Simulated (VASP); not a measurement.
# Pt (Fm-3m) in VASP: further runs

Pt is run at these levels: PBE; tasks: single point.

Everything below comes from runs of VASP 6.6.1. Logs are shortened: lines on timing, memory, paths and dates and some standing lists are left out, and cuts for length are marked.

## 1. The cell of the first run

The structure is cubic, space group Fm-3m (No. 225). The conventional cell has a = 3.700 Å, b = 3.700 Å, c = 3.700 Å, α = 90.00°, β = 90.00°, γ = 90.00°. Within 3.5 Å of Pt (site symmetry m-3m) lie 12 Pt at 2.62 Å.

## 2. Single point, PBE

Contents of INCAR:

```
SYSTEM = Pt
ALGO     = Normal         ! electronic algorithm
EDIFF    = 1E-6           ! SCF threshold, eV
ENCUT    = 520            ! plane-wave cutoff, eV
GGA      = PE             ! functional
ISIF     = 2              ! what is computed and relaxed
ISMEAR   = -1             ! smearing method
LASPH    = .TRUE.         ! aspherical terms in the spheres
LCHARG   = .TRUE.         ! write CHGCAR
LELF     = .TRUE.         ! ELF
LREAL    = .FALSE.        ! projectors in reciprocal space
LVHAR    = .TRUE.       
LWAVE    = .FALSE.        ! write WAVECAR
NBANDS   = 11             ! bands
NELM     = 100            ! most SCF steps
PREC     = Accurate       ! precision mode
SIGMA    = 0.05           ! smearing width, eV
```

Contents of KPOINTS:

```
k-points
0
G
  18 18 18
  0 0 0
```

Contents of POSCAR:

```
Pt
1.0
    0.0000000000      1.8502135130      1.8502135130
    1.8502135130      0.0000000000      1.8502135130
    1.8502135130      1.8502135130      0.0000000000
Pt
1
Direct
    0.0000000000      0.0000000000      0.0000000000
```

Potentials or basis: VASP PAW PBE potentials, release 64 (Pt).

Run with:

```console
> cat potpaw_PBE.64/Pt/POTCAR > POTCAR
> mpirun -np 1 vasp_std > vasp.out
```

OUTCAR:

```text
SYSTEM = Pt
   EDIFF = 1E-6
   ENCUT = 520
   GGA = PE
   ISIF = 2
   ISMEAR = -1
   LASPH = .TRUE.
   LREAL = .FALSE.
   NELM = 100
   PREC = Accurate

 ion  position               nearest neighbor table
   1  0.000  0.000  0.000-

  LATTYP: Found a face centered cubic cell.
 ALAT       =     3.7004270260

  Lattice vectors:

 A1 = (   0.0000000000,   1.8502135130,   1.8502135130)
 A2 = (   1.8502135130,   0.0000000000,   1.8502135130)
 A3 = (   1.8502135130,   1.8502135130,   0.0000000000)

Analysis of symmetry for initial positions (statically):
=====================================================================
 Subroutine PRICEL returns:
 Original cell was already a primitive cell.

 Routine SETGRP: Setting up the symmetry group for a
 face centered cubic supercell.

 Subroutine GETGRP returns: Found 48 space group operations
 (whereof 48 operations were pure point group operations)
 out of a pool of 48 trial point group operations.

The static configuration has the point symmetry O_h .

Analysis of symmetry for dynamics (positions and initial velocities):
=====================================================================
 Subroutine PRICEL returns:
 Original cell was already a primitive cell.

 Routine SETGRP: Setting up the symmetry group for a
 face centered cubic supercell.

 Subroutine GETGRP returns: Found 48 space group operations
 (whereof 48 operations were pure point group operations)
 out of a pool of 48 trial point group operations.

The dynamic configuration has the point symmetry O_h .

 Subroutine INISYM returns: Found 48 space group operations
 (whereof 48 operations are pure point group operations),
 and found     1 'primitive' translations

----------------------------------------------------------------------------------------

                                     Primitive cell

  volume of cell :      12.6676

  direct lattice vectors                    reciprocal lattice vectors
     0.000000000  1.850213513  1.850213513    -0.270239081  0.270239081  0.270239081
     1.850213513  0.000000000  1.850213513     0.270239081 -0.270239081  0.270239081
     1.850213513  1.850213513  0.000000000     0.270239081  0.270239081 -0.270239081

  length of vectors
     2.616597043  2.616597043  2.616597043     0.468067819  0.468067819  0.468067819

  position of ions in fractional coordinates (direct lattice)
     0.000000000  0.000000000  0.000000000

  ion indices of the primitive-cell ions
[... 79 lines left out ...]
   NFREE  =      0    steps in history (QN), initial steepest desc. (CG)
   ISIF   =      2    stress and relaxation
   ISYM   =      2    0-nonsym 1-usesym 2-fastsym
   POTIM  = 0.5000    time-step for ionic-motion
   TEBEG  =    0.0;   TEEND  =   0.0 temperature during run
   PSTRESS=    0.0 pullay stress
   NELECT =      10.0000    total number of electrons
   NUPDOWN=      -1.0000    fix difference up-down
   EMIN   =  10.00;   EMAX   =-10.00  energy-range for DOS
   EFERMI =   0.00;   METHOD = LEGACY
   ISMEAR =    -1;   SIGMA  =   0.05  broadening in eV -4-tet -1-fermi 0-gaus
   EFERMI_NEDOS =   21; number of points for ismear=-14 and -15
   IALGO  =     38    algorithm
   IMIX   =      4    mixing-type and parameters
     AMIX     =   0.40;   BMIX     =  1.00
     AMIX_MAG =   1.60;   BMIX_MAG =  1.00
  volume/ion in A,a.u.               =      12.67        85.49
  Fermi-wavevector in a.u.,A,eV,Ry     =   1.513014  2.859182 31.146617  2.289212
  Thomas-Fermi vector in A             =   2.622862
   LORBIT       =      0    0 simple, 1 ext, 2 COOP (PROOUT), +10 PAW based schemes
   GGA     = PE    functional components
   LHFCALC =     F    Hartree Fock is set to
   AEXX    =    0.0000 exact exchange contribution
   IVDW    =     0    specifies the selected vdW correction
   LEPSILON=     F    determine dielectric tensor
   LRPA    =     F    only Hartree local field effects (RPA)
 non-spin polarized calculation
  energy-cutoff  :      520.00
  volume of cell :       12.67
 maximum number of plane-waves:       349
   NGX =  9   NGY =  9   NGZ =  9

 number of electron      10.0000000 magnetization

 Free energy of the ion-electron system (eV)
  ---------------------------------------------------
  ext. energy  EPLUGINS =         0.00000000
  ---------------------------------------------------
  free energy    TOTEN  =        -5.42396066 eV

  energy without entropy =       -5.41154290  energy(sigma->0) =       -5.41775178

 E-fermi :  14.9826     XC(G=0): -14.5583

 val. band max:       14.9817282546   @ k =  -0.3889   0.3889   0.1667
 cond. band min:      14.9892411991   @ k =  -0.3333   0.3889   0.1111
 fundamental gap:      0.0075129445
 Fermi energy:        14.9826356042

 k-point     1 :       0.0000    0.0000    0.0000
  band No.  band energies     occupation
      1       2.6307      2.00000
      2       9.9469      2.00000
      3       9.9469      2.00000
      4       9.9469      2.00000
      5      12.8132      2.00000
      6      12.8132      2.00000
      7      28.8907      0.00000
      8      34.8834      0.00000
      9      34.8834      0.00000
     10      34.8834      0.00000
     11      40.9057      0.00000
[... 309 lines left out ...]
 k-point    24 :      -0.2222    0.0556    0.0000
  band No.  band energies     occupation
      1       4.9766      2.00000
      2       9.3086      2.00000
      3      10.4406      2.00000
      4      10.5279      2.00000
      5      12.5015      2.00000
      6      13.4297      2.00000
      7      29.2478      0.00000
      8      32.0173      0.00000
      9      37.6866      0.00000
     10      39.0345      0.00000
     11      40.0456      0.00000

 [... further k-points ...]

------------------------ aborting loop because EDIFF is reached ----------------------------------------

  FORCE on cell =-STRESS in cart. coord.  units (eV):
  Direction    XX          YY          ZZ          XY          YZ          ZX
  --------------------------------------------------------------------------------------
  -------------------------------------------------------------------------------------
  Total        7.2475352      7.2475352      7.2475352      0.0000000      0.0000000      0.0000000
  in kB      916.6538614    916.6538614    916.6538614      0.0000000      0.0000000      0.0000000
  external PRESSURE =     916.6538614 kB  Pullay stress =       0.0000000 kB

 VOLUME and BASIS-vectors are now :
 -----------------------------------------------------------------------------
  energy-cutoff  :      520.00
  volume of cell :       12.67
      direct lattice vectors                 reciprocal lattice vectors
     0.000000000  1.850213513  1.850213513    -0.270239081  0.270239081  0.270239081
     1.850213513  0.000000000  1.850213513     0.270239081 -0.270239081  0.270239081
     1.850213513  1.850213513  0.000000000     0.270239081  0.270239081 -0.270239081

 POSITION                                       TOTAL-FORCE (eV/Angst)
 -----------------------------------------------------------------------------------
      0.00000      0.00000      0.00000         0.000000      0.000000      0.000000
 -----------------------------------------------------------------------------------
    total drift:                                0.000000      0.000000      0.000000

  FREE ENERGIE OF THE ION-ELECTRON SYSTEM (eV)
  ---------------------------------------------------
  free  energy   TOTEN  =        -5.4239606647 eV

  energy  without entropy=       -5.4115428995  energy(sigma->0) =       -5.41775178
```

OSZICAR:

```text
N       E                     dE             d eps       ncg     rms          rms(c)
DAV:   1     0.426243766512E+02    0.42624E+02   -0.55611E+03  4314   0.870E+02
DAV:   2    -0.514792498696E+01   -0.47772E+02   -0.46267E+02  4928   0.188E+02
DAV:   3    -0.576875362225E+01   -0.62083E+00   -0.61960E+00  5126   0.203E+01
DAV:   4    -0.577101016975E+01   -0.22565E-02   -0.22564E-02  5027   0.143E+00
DAV:   5    -0.577102503826E+01   -0.14869E-04   -0.14869E-04  5120   0.104E-01    0.218E+01
DAV:   6    -0.549325032744E+01    0.27777E+00   -0.41013E-01  4782   0.548E+00    0.119E+01
DAV:   7    -0.542859841818E+01    0.64652E-01   -0.18293E-01  4977   0.356E+00    0.233E+00
DAV:   8    -0.542406037057E+01    0.45380E-02   -0.11851E-02  4716   0.100E+00    0.465E-01
DAV:   9    -0.542395411550E+01    0.10626E-03   -0.10724E-04  5098   0.101E-01    0.162E-02
DAV:  10    -0.542396040241E+01   -0.62869E-05   -0.40964E-06  5781   0.141E-02    0.554E-03
DAV:  11    -0.542396066472E+01   -0.26231E-06   -0.89937E-08  2784   0.283E-03
   1 F= -.54239607E+01 E0= -.54177518E+01  d E =-.124178E-01
```

stdout:

```text
POSCAR found type information on POSCAR Pt
 POSCAR found :  1 types and       1 ions
 scaLAPACK will be used
 LDA part: xc-table for (Slater+PW92), standard interpolation
 POSCAR, INCAR and KPOINTS ok, starting setup
 FFT: planning ... GRIDC
 FFT: planning ... GRID_SOFT
 FFT: planning ... GRID
 WAVECAR not read
 entering main loop
```

Wall time 34 s (1 thread of Intel Xeon 8259CL, shared host); peak memory 0.15 GiB.

What came out:

| Item | Value |
| --- | --- |
| Free energy | -5.4240 eV |
| Pressure | 91.7 GPa |
| Band gap on the k mesh | zero (bands 5 and 6 overlap by 3.04 eV) |

Caveat: the cell stands under pressure; spin-orbit coupling is left out, which moves the levels of the heavy elements.

## 3. Single point, PBE

This run uses another cell than the first one, of 15.65 Å³/atom.

Contents of INCAR:

```
SYSTEM = Pt
  PREC = Accurate
  ENCUT = 520
  EDIFF = 1E-6
  ISMEAR = -1
  SIGMA = 0.05
  LREAL = .FALSE.
  LASPH = .TRUE.
  NELM = 100
  ALGO = Normal
  ISIF = 2
  LWAVE = .FALSE.
  LCHARG = .FALSE.
  GGA = PE
  NBANDS = 11
```

Contents of KPOINTS:

```
regular mesh
0
G
  17 17 17
  0 0 0
```

Contents of POSCAR:

```
Pt
1.0
    0.0000000000      1.9851124866      1.9851124866
    1.9851124866      0.0000000000      1.9851124866
    1.9851124866      1.9851124866      0.0000000000
Pt
1
Direct
    0.0000000000      0.0000000000      0.0000000000
```

Potentials or basis: VASP PAW PBE potentials, release 64 (Pt).

Run with:

```console
> cat potpaw_PBE.64/Pt/POTCAR > POTCAR
> mpirun -np 1 vasp_std > vasp.out
```

Run time: 32 s. Hardware: 1 thread of Intel Xeon 8259CL, shared host; peak memory 0.16 GiB.

Results (log left out):

- Free energy: -6.1088 eV
- Pressure: -0.5 GPa
- Band gap on the k mesh: zero (bands 5 and 6 overlap by 2.05 eV)

Levels at points of the mesh, in eV from the Fermi level:
```csv
k point,band 3,band 4,band 5,band 6,band 7,band 8
"(0.00, 0.00, 0.00)",-3.56,-3.56,-1.53,-1.53,14.74,19.50
```

Caveat: spin-orbit coupling is left out, which moves the levels of the heavy elements.
